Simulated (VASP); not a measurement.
Wanted: the native input for a VASP 6.6.1 run.

```
Task                   : single point
Functional             : PBE
Potentials or basis    : VASP PAW PBE potentials, release 64 (Be, S)
Cutoff                 : 520 eV
k mesh                 : 8 × 8 × 8
Occupations            : gaussian, width 0.02 eV
Spin                   : no spin polarisation
Dipole correction      : no
Further INCAR settings : ALGO = Normal; EDIFF = 1e-07; NBANDS = 11
```

The structure of BeS lies in POSCAR:

```
BeS
1.0
    0.0000000000      2.4382793560      2.4382793560
    2.4382793560      0.0000000000      2.4382793560
    2.4382793560      2.4382793560      0.0000000000
Be S
1 1
Direct
    0.7500000000      0.7500000000      0.7500000000
    0.0000000000      0.0000000000      0.0000000000
```

The input as run:

INCAR

```
SYSTEM = BeS
ALGO = Normal
EDIFF = 1E-7
ENCUT = 520
GGA = PE
ISIF = 2
ISMEAR = 0
LASPH = .True.
LCHARG = .False.
LREAL = .False.
LWAVE = .False.
NBANDS = 11
NELM = 100
PREC = Accurate
SIGMA = 0.02
```

KPOINTS

```
k-points
0
Gamma
  8 8 8
  0 0 0
```

Potentials or basis: VASP PAW PBE potentials, release 64 (Be, S).

Run with:

```console
$ cat potpaw_PBE.64/Be/POTCAR potpaw_PBE.64/S/POTCAR > POTCAR
$ mpirun -np 1 vasp_std > vasp.out
```

Results of the run:

- Pressure: 0.0 GPa
- Band gap on the k mesh: 3.15 eV, indirect (least direct gap 5.68 eV)

Wall time 12 s on 1 thread of Intel(R) Xeon(R) Platinum 8259CL CPU @ 2.50GHz (Skylake/Cascade Lake), with other jobs on the host, peak memory 0.14 GiB.
